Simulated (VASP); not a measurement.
# Si7C8 (a cell with a defect) in VASP: single point with PBE

Aim: the single point of Si7C8 (a cell with a defect) with PBE.

Program: VASP 6.6.1. These are calculated values, not measurements. Logs are shortened: lines on timing, memory, paths and dates and some standing lists are left out, and cuts for length are marked.

## (1) The cell of the first run

The cell holds a defect, 15 atoms: a = 5.942 Å, b = 5.942 Å, c = 6.184 Å, α = 105.08°, β = 105.08°, γ = 117.29°.

## (2) Single point, PBE

File INCAR:

```
PREC = Accurate
ENCUT = 520
EDIFF = 1E-6
ISMEAR = 0
SIGMA = 0.05
LREAL = Auto
LASPH = True
NELM = 60
ALGO = Normal
ISIF = 2
LWAVE = False
LCHARG = False
GGA = PE
NBANDS = 43
NELECT = 64.0
```

File KPOINTS:

```
regular mesh
0
Gamma
  6 6 6
```

File POSCAR:

```
Si7C8
1.0
   -1.5458832052      2.6775482539     -5.0740211779
   -1.5458832052      2.6775482539      5.0740211779
    6.1835328207      0.0000000000      0.0000000000
Si C
7 8
Direct
    0.6950665256      0.7154324241      0.1432602790
    0.3175569409      0.3098752623      0.6362446872
    0.8556262658      0.8463673372      0.6871894190
    0.9266353840      0.4169079096      0.3320173229
    0.3849430956      0.9314981655      0.3253587382
    0.9236549705      0.4254183823      0.8449630640
    0.4157103238      0.9298863409      0.8352924509
    0.1427426949      0.5425756733      0.1669950149
    0.6284802146      0.0073036587      0.1647468594
    0.1497797747      0.5242939782      0.6698844194
    0.6558758165      0.0276969248      0.6727920335
    0.7558027398      0.6030635271      0.3758032192
    0.1995065385      0.0941307466      0.3224719598
    0.7115742015      0.5926379616      0.8326985282
    0.2409926982      0.1122965464      0.8236152467
```

Potentials or basis: VASP PAW PBE potentials, release 64 (Si, C).

On the command line:

```console
> cat potpaw_PBE.64/Si/POTCAR potpaw_PBE.64/C/POTCAR > POTCAR
> mpirun -np 1 vasp_std > vasp.out
```

OUTCAR:

```text
PREC = Accurate
   ENCUT = 520
   EDIFF = 1E-6
   ISMEAR = 0
   LREAL = Auto
   LASPH = True
   NELM = 60
   ISIF = 2
   GGA = PE
   NELECT = 64.0

 ion  position               nearest neighbor table
   1  0.695  0.715  0.143-  12 1.76  14 1.91   9 1.93  13 2.46   2 2.85   5 2.97   4 2.98   3 3.02
                             7 3.09
   2  0.318  0.310  0.636-  13 1.75  15 1.85  14 1.91  10 1.95   5 2.81   1 2.85   4 3.01   3 3.03
                             7 3.04
   3  0.856  0.846  0.687-  12 1.82  15 1.85  14 1.93  11 1.94   7 2.97   1 3.02   2 3.03   6 3.06
                             6 3.12
   4  0.927  0.417  0.332-  12 1.83   8 1.86  10 1.90   9 1.98   1 2.98   2 3.01   6 3.02   5 3.04
                             7 3.08   7 3.11
   5  0.385  0.931  0.325-  13 1.77   8 1.85   9 1.91  11 2.06   2 2.81   1 2.97   6 2.99   4 3.04
                             7 3.08   7 3.11
   6  0.924  0.425  0.845-   8 1.80  11 1.90  10 1.92  14 1.93   5 2.99   4 3.02   3 3.06   7 3.07
                             7 3.11   3 3.12
   7  0.416  0.930  0.835-  15 1.81   9 1.90  11 1.92  10 1.93   3 2.97   2 3.04   6 3.07   5 3.08
                             4 3.08   1 3.09   4 3.11   6 3.11   5 3.11
   8  0.143  0.543  0.167-   6 1.80   5 1.85   4 1.86
   9  0.628  0.007  0.165-   7 1.90   5 1.91   1 1.93   4 1.98
  10  0.150  0.524  0.670-   4 1.90   6 1.92   7 1.93   2 1.95
  11  0.656  0.028  0.673-   6 1.90   7 1.92   3 1.94   5 2.06
  12  0.756  0.603  0.376-   1 1.76   3 1.82   4 1.83
  13  0.200  0.094  0.322-   2 1.75   5 1.77   1 2.46
  14  0.712  0.593  0.833-   2 1.91   1 1.91   6 1.93   3 1.93
  15  0.241  0.112  0.824-   7 1.81   2 1.85   3 1.85

  LATTYP: Found a face centered orthorhombic cell.
 ALAT       =     6.1835328207
 B/A-ratio  =     1.6411398872
 C/A-ratio  =     1.7320508076

  Lattice vectors:

 A1 = (   4.6376496155,   2.6775482539,   5.0740211779)
 A2 = (   3.0917664103,   5.3550965078,   0.0000000000)
 A3 = (  -1.5458832052,   2.6775482539,   5.0740211779)

Analysis of symmetry for initial positions (statically):
=====================================================================
 Subroutine PRICEL returns:
 Original cell was already a primitive cell.

 Routine SETGRP: Setting up the symmetry group for a
 face centered orthorhombic supercell.

 Subroutine GETGRP returns: Found  1 space group operations
 (whereof  1 operations were pure point group operations)
 out of a pool of  8 trial point group operations.

The static configuration has the point symmetry C_1 .

[... 154 lines left out ...]
   EFERMI_NEDOS =   21; number of points for ismear=-14 and -15
   IALGO  =     38    algorithm
   IMIX   =      4    mixing-type and parameters
     AMIX     =   0.40;   BMIX     =  1.00
     AMIX_MAG =   1.60;   BMIX_MAG =  1.00
  volume/ion in A,a.u.               =      11.20        75.59
  Fermi-wavevector in a.u.,A,eV,Ry     =   1.186723  2.242582 19.161245  1.408312
  Thomas-Fermi vector in A             =   2.322890
   LORBIT       =      0    0 simple, 1 ext, 2 COOP (PROOUT), +10 PAW based schemes
   GGA     = PE    functional components
   LHFCALC =     F    Hartree Fock is set to
   AEXX    =    0.0000 exact exchange contribution
   IVDW    =     0    specifies the selected vdW correction
   LEPSILON=     F    determine dielectric tensor
   LRPA    =     F    only Hartree local field effects (RPA)
 non-spin polarized calculation
 Gauss-broadening in eV      SIGMA  =   0.05
  energy-cutoff  :      520.00
  volume of cell :      168.02
 maximum number of plane-waves:      4574
 NGX is ok and might be reduce to    48
   NGX = 23   NGY = 23   NGZ = 23

 number of electron      64.0000000 magnetization

 Free energy of the ion-electron system (eV)
  ---------------------------------------------------
  ext. energy  EPLUGINS =         0.00000000
  ---------------------------------------------------
  free energy    TOTEN  =       -74.18892111 eV

  energy without entropy =      -74.18891856  energy(sigma->0) =      -74.18891984

 E-fermi :   9.0460     XC(G=0): -11.2084

 val. band max:        8.9252741829   @ k =   0.0000   0.0000   0.3333
 cond. band min:       9.1616754254   @ k =  -0.3333  -0.3333   0.3333
 fundamental gap:      0.2364012425
 Fermi energy:         9.0459974949

 k-point     1 :       0.0000    0.0000    0.0000
  band No.  band energies     occupation
      1      -8.5544      2.00000
      2      -5.3828      2.00000
      3      -4.8824      2.00000
      4      -4.8095      2.00000
      5      -4.4870      2.00000
      6      -4.3154      2.00000
[... 1093 lines left out ...]
     42      13.1912      0.00000
     43      13.5920      0.00000

 [... further k-points ...]

------------------------ aborting loop because EDIFF is reached ----------------------------------------

  FORCE on cell =-STRESS in cart. coord.  units (eV):
  Direction    XX          YY          ZZ          XY          YZ          ZX
  --------------------------------------------------------------------------------------
  -------------------------------------------------------------------------------------
  Total       45.0776897     40.2073414     43.8916801      3.3266606     -0.2590321     -1.2307775
  in kB      429.8490631    383.4066953    418.5395858     31.7221655     -2.4700623    -11.7363723
  external PRESSURE =     410.5984481 kB  Pullay stress =       0.0000000 kB

 VOLUME and BASIS-vectors are now :
 -----------------------------------------------------------------------------
  energy-cutoff  :      520.00
  volume of cell :      168.02
      direct lattice vectors                 reciprocal lattice vectors
    -1.545883205  2.677548254 -5.074021178     0.000000000  0.186737998 -0.098541173
    -1.545883205  2.677548254  5.074021178     0.000000000  0.186737998  0.098541173
     6.183532821  0.000000000  0.000000000     0.161719850  0.093368999  0.000000000

 POSITION                                       TOTAL-FORCE (eV/Angst)
 -----------------------------------------------------------------------------------
     -1.29461      3.77668      0.10334        -0.920377      3.072041     -0.484734
      2.96430      1.67998     -0.03898         0.305584     -0.183280      0.046981
      1.61818      4.55717     -0.04698        -0.119596     -0.099814     -0.002053
     -0.02392      3.59740     -2.58637         0.044086     -0.050806      0.160500
     -0.02320      3.52484      2.77323         0.118062     -0.293171     -0.098564
      3.13935      3.61221     -2.52806         0.095548     -0.040986     -0.156671
      3.08492      3.60290      2.60894        -0.045303     -0.206849      0.092297
     -0.02680      1.83497      2.02876         0.262919     -0.369856      0.386268
      0.03587      1.70234     -3.15186         0.046013     -0.080898     -0.039486
      3.10021      1.80487      1.90029         0.053809     -0.147085     -0.007376
      3.10351      1.83030     -3.18739        -0.011687     -0.096350      0.045894
      0.22314      3.63843     -0.77500         0.117400     -0.428455      0.125047
      1.54009      0.78623     -0.53468         0.244951     -0.505851      0.070409
      3.13286      3.49209     -0.60349        -0.106575     -0.072897      0.030402
      4.54671      0.94595     -0.65301        -0.084834     -0.495744     -0.168913
 -----------------------------------------------------------------------------------
    total drift:                                0.005429     -0.006994     -0.012252

  FREE ENERGIE OF THE ION-ELECTRON SYSTEM (eV)
  ---------------------------------------------------
  free  energy   TOTEN  =       -74.1889211139 eV

  energy  without entropy=      -74.1889185590  energy(sigma->0) =      -74.18891984
```

OSZICAR:

```text
N       E                     dE             d eps       ncg     rms          rms(c)
DAV:   1     0.240340652105E+03    0.24034E+03   -0.29577E+04  9632   0.135E+03
DAV:   2    -0.718853198369E+02   -0.31223E+03   -0.29369E+03 11997   0.235E+02
DAV:   3    -0.920935633809E+02   -0.20208E+02   -0.19968E+02 12037   0.587E+01
DAV:   4    -0.925782047660E+02   -0.48464E+00   -0.48293E+00 12440   0.984E+00
DAV:   5    -0.925916901009E+02   -0.13485E-01   -0.13474E-01 12340   0.157E+00    0.258E+01
DAV:   6    -0.744212326075E+02    0.18170E+02   -0.63797E+01 11232   0.283E+01    0.108E+01
DAV:   7    -0.743055987666E+02    0.11563E+00   -0.49919E+00 12920   0.880E+00    0.521E+00
DAV:   8    -0.742016914828E+02    0.10391E+00   -0.47512E-01 11535   0.282E+00    0.172E+00
DAV:   9    -0.741864845775E+02    0.15207E-01   -0.78410E-02 11968   0.136E+00    0.452E-01
DAV:  10    -0.741885162706E+02   -0.20317E-02   -0.19205E-02 11877   0.603E-01    0.215E-01
DAV:  11    -0.741887258309E+02   -0.20956E-03   -0.11415E-03 11664   0.180E-01    0.117E-01
DAV:  12    -0.741889144915E+02   -0.18866E-03   -0.64813E-04 12069   0.116E-01    0.425E-02
DAV:  13    -0.741889174582E+02   -0.29667E-05   -0.87301E-05 12928   0.469E-02    0.137E-02
DAV:  14    -0.741889208223E+02   -0.33640E-05   -0.20047E-05 11912   0.197E-02    0.677E-03
DAV:  15    -0.741889211139E+02   -0.29162E-06   -0.21713E-06  7864   0.753E-03
   1 F= -.74188921E+02 E0= -.74188920E+02  d E =-.255491E-05
```

Wall time 15 min (1 thread of Intel Xeon Platinum 8488C (Sapphire Rapids), shared host); peak memory 0.62 GiB.

Results:

```
Free energy   : -74.1889 eV
Largest force : 3.243 eV/Å
```

Forces in eV/Å, atoms in the order of the input:
```
Si  -0.920  3.072 -0.485
Si   0.306 -0.183  0.047
Si  -0.120 -0.100 -0.002
Si   0.044 -0.051  0.161
Si   0.118 -0.293 -0.099
Si   0.096 -0.041 -0.157
Si  -0.045 -0.207  0.092
C    0.263 -0.370  0.386
C    0.046 -0.081 -0.039
C    0.054 -0.147 -0.007
C   -0.012 -0.096  0.046
C    0.117 -0.428  0.125
C    0.245 -0.506  0.070
C   -0.107 -0.073  0.030
C   -0.085 -0.496 -0.169
```

Caveat: the cell carries a net charge on a neutralising background, which shifts energy and pressure; the cell is charged against a uniform background, so pressure and absolute levels hang on convention.
